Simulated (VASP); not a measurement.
AgBr:

```
Ag Br
1.0
     0.00000    2.85089    2.85089
     2.85089    0.00000    2.85089
     2.85089    2.85089    0.00000
Ag Br
1 1
Cartesian
  0.0000 0.0000 0.0000
  2.8509 2.8509 2.8509
```

Base run:

* Program: VASP 6.6.1
* Functional: BLYP
* Potentials or basis: VASP PAW PBE potentials, release 64 (Ag, Br)
* Cutoff: 500 eV
* k mesh: 8 × 8 × 8
* Occupations: fermi-dirac, width 0.05 eV
* Spin: no spin polarisation

Its results: band gap on the k mesh 0.75 eV, indirect (least direct gap 2.73 eV); pressure 7.5 GPa.

**Question.** After a change of settings the same cell gave: band gap on the k mesh 0.83 eV, indirect (least direct gap 2.85 eV); pressure 6.2 GPa. Which change was it?
A. functional from BLYP to PBE; dispersion from none to D3(BJ)
B. functional from BLYP to RPBE
C. functional from BLYP to RPBE; dispersion from none to D4
D. functional from BLYP to PBE

**Answer.** B.

Caveats: the PAW data sets were made with another functional, which shifts forces and pressure a little.
